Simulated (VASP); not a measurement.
Input of a VASP 6.6.1 run:

The input INCAR:

```
SYSTEM = Te2Pt
PREC = Accurate ; ENCUT = 400
EDIFF = 1E-6 ; ISMEAR = 0
SIGMA = 0.03 ; LREAL = .FALSE.
LASPH = .TRUE. ; NELM = 120
ALGO = Normal ; ISIF = 2
LWAVE = .FALSE. ; LCHARG = .FALSE.
LDIPOL = .TRUE. ; IDIPOL = 3
DIPOL = 0.5 0.5 0.500 ; GGA = PE
NBANDS = 18 ; GGA_COMPAT = .FALSE.
NELMDL = -8
```

File KPOINTS:

```
regular mesh
0
G
  12 12 1
  0 0 0
```

File POSCAR:

```
Te2Pt
1.0
    3.9737939362      0.0000000000      0.0000000000
   -1.9868969681      3.4414064981      0.0000000000
    0.0000000000      0.0000000000     18.8165203324
Te Pt
2 1
Direct
    0.3333333333      0.6666666667      0.4251583108
    0.6666666667      0.3333333333      0.5748416892
    0.0000000000      0.0000000000      0.5000000000
```

Potentials or basis: VASP PAW PBE potentials, release 64 (Te, Pt).

Command:

```console
$ cat potpaw_PBE.64/Te/POTCAR potpaw_PBE.64/Pt/POTCAR > POTCAR
$ mpirun -np 1 vasp_std > vasp.out
```

Problem. What does it give for the band gap on the k mesh?

Solution. 0.66 eV, indirect (least direct gap 1.24 eV).

Problem. Estimate the largest force.

Solution. 0.065 eV/Å.

Forces on the atoms (eV/Å):
```
Te   0.000  0.000 -0.065
Te   0.000  0.000  0.065
Pt   0.000  0.000  0.000
```

Caveat: spin-orbit coupling is left out, which moves the levels of the heavy elements.
